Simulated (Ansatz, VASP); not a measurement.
Two plane-wave programs on ZrC

```
Zr C
1.0
     0.00000    2.25620    2.44422
     2.25620    0.00000    2.44422
     2.25620    2.25620    0.00000
Zr C
1 1
Cartesian
  2.2562 2.2562 2.4442
  0.0000 0.0000 0.0000
```

Change from the starting cell: strain -0.040 along x and y, +0.040 along z, atoms carried along.

Alike in both runs: task single point; functional PBE; k mesh 18 × 18 × 18; occupations gaussian, width 0.15 eV; no spin polarisation.

```csv
,VASP,Ansatz
version,VASP 6.6.1,Ansatz 0.2.0
potentials or method,"VASP PAW PBE potentials, release 64 (Zr_sv, C), cutoff 520 eV","scalar-relativistic, plane waves, PAW"
valence electrons in the cell,16,16
```

|  | VASP | Ansatz | Ansatz less VASP |
| --- | --- | --- | --- |
| gap on the k mesh at the Fermi level (eV) | none | none | - |
| pressure (GPa) | 14.9 | 14.6 | -0.27 |
| traceless stress, the component that is largest in VASP (GPa) | -21.72 | -21.61 | +0.108 |

A gap of «none» marks a metal or a gap that the smearing closes. With one functional, cell and mesh, what is left measures potentials, basis and numerics.
